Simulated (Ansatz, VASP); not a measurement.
## One calculation of AlAs5, two programs

Contents of INCAR:

```
SYSTEM = AlAs5
  ALGO = Normal
  EDIFF = 1E-7
  EDIFFG = -0.01
  ENCUT = 600
  GGA = PE
  IBRION = 2
  ISIF = 3
  ISMEAR = 0
  LASPH = .TRUE.
  LCHARG = .FALSE.
  LREAL = .FALSE.
  LWAVE = .FALSE.
  NELM = 80
  NSW = 100
  PREC = Accurate
  SIGMA = 0.1
```

KPOINTS

```
k-points
0
G
  6 6 10
  0 0 0
```

Contents of POSCAR:

```
AlAs5
1.0
    6.4899892163      0.0000000000      0.0000000000
    0.0000000000      6.4899892163      0.0000000000
    0.0000000000      0.0000000000      3.7910404667
Al As
1 5
Direct
    0.5000000000      0.5000000000      0.5000000000
    0.3153222745      0.0000000000      0.5000000000
    0.6846777255      0.0000000000      0.5000000000
    0.0000000000      0.3153222745      0.5000000000
    0.0000000000      0.6846777255      0.5000000000
    0.0000000000      0.0000000000      0.0000000000
```

Input for Ansatz:

```yaml
crystal:
  lattice:
    - [6.4899892163, 0.0, 0.0]
    - [0.0, 6.4899892163, 0.0]
    - [0.0, 0.0, 3.7910404667]
  atoms:
    - { symbol: Al, position: [0.5, 0.5, 0.5] }
    - { symbol: As, position: [0.3153222745, 0.0, 0.5] }
    - { symbol: As, position: [0.6846777255, 0.0, 0.5] }
    - { symbol: As, position: [0.0, 0.3153222745, 0.5] }
    - { symbol: As, position: [0.0, 0.6846777255, 0.5] }
    - { symbol: As, position: [0.0, 0.0, 0.0] }
basis:
  ecutwfc: 420
kpoints:
  mp_grid: { grid: [6, 6, 10] }
hamiltonian:
  xc: pbe
scf:
  occupations: { method: gaussian, width: 0.1 }
output:
  forces: true
  stress: true
  eigenvalues: true
relax:
  adjacent_minimum: "off"
  f_tol: 0.01
  max_steps: 80
  cell: { stress_tol: 0.05 }
```

Alike in both runs: task relaxation of cell and atoms; functional PBE; k mesh 6 × 6 × 10; occupations gaussian, width 0.1 eV; no spin polarisation.

```csv
,VASP,Ansatz
version,VASP 6.6.1,Ansatz 0.2.0
potentials or method,"VASP PAW PBE potentials, release 64 (Al, As), cutoff 600 eV","scalar-relativistic, plane waves, PAW"
valence electrons in the cell,28,78
```

```tsv
	VASP	Ansatz	Ansatz less VASP
gap on the k mesh at the Fermi level, each at its own relaxed structure (eV)	none	none	-
relaxed volume (Å³/atom)	26.79	26.74	-0.044
relaxed length of the cell vector where the two differ most in proportion (Å)	6.466	6.462	-0.0045
```

A gap of «none» marks a metal or a gap that the smearing closes. VASP's potentials hold 28 valence electrons a cell and Ansatz's 78, so a difference there can come from the potentials and not from the codes.
